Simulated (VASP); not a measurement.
Write the native input for VASP 6.6.1 that does the following.

* Task: single point
* Functional: PBE
* Potentials or basis: VASP PAW PBE potentials, release 64 (C_h, O_h)
* Cutoff: 910 eV
* k mesh: 10 × 10 × 10
* Occupations: fermi-dirac, width 0.02 eV
* Spin: no spin polarisation
* Dipole correction: no
* Further INCAR settings: ALGO = Normal; EDIFF = 1e-06; NBANDS = 25

The structure of CO2 lies in POSCAR:

```
CO2
1.0
   -1.9548127153      1.9548127153      2.9673315043
    1.9548127153     -1.9548127153      2.9673315043
    1.9548127153      1.9548127153     -2.9673315043
C O
2 4
Direct
    0.0000000000      0.0000000000      0.0000000000
    0.7500000000      0.2500000000      0.5000000000
    0.3750000000      0.2923507872      0.4173507872
    0.7076492128      0.1250000000      0.0826492128
    0.8750000000      0.9576492128      0.5826492128
    0.0423507872      0.6250000000      0.9173507872
```

These files were run (other wordings do the same):

INCAR

```
SYSTEM = CO2
PREC = Accurate
ENCUT = 910
EDIFF = 1E-6
ISMEAR = -1
SIGMA = 0.02
LREAL = .False.
LASPH = .True.
NELM = 120
ALGO = Normal
ISIF = 2
LWAVE = .False.
LCHARG = .False.
GGA = PE
NBANDS = 25
GGA_COMPAT = .False.
```

KPOINTS

```
Automatic mesh
0
Gamma
  10 10 10
  0 0 0
```

Potentials or basis: VASP PAW PBE potentials, release 64 (C_h, O_h).

Command:

```console
$ cat potpaw_PBE.64/C_h/POTCAR potpaw_PBE.64/O_h/POTCAR > POTCAR
$ mpirun -np 1 vasp_std > vasp.out
```

It gave:

| Item | Value |
| --- | --- |
| Pressure | 7.1 GPa |
| Largest force | 0.270 eV/Å |
| Band gap on the k mesh | 7.79 eV (least direct gap 8.21 eV) |

Caveat: the cutoff is under 1.25 times the usual one of these potentials, so pressure, stress and relaxed cells hold a basis-set (Pulay) error; the cell stands under pressure.

It took 2.9 min on 1 thread of Intel(R) Xeon(R) Platinum 8488C (Sapphire Rapids), on a shared host, peak memory 0.36 GiB.
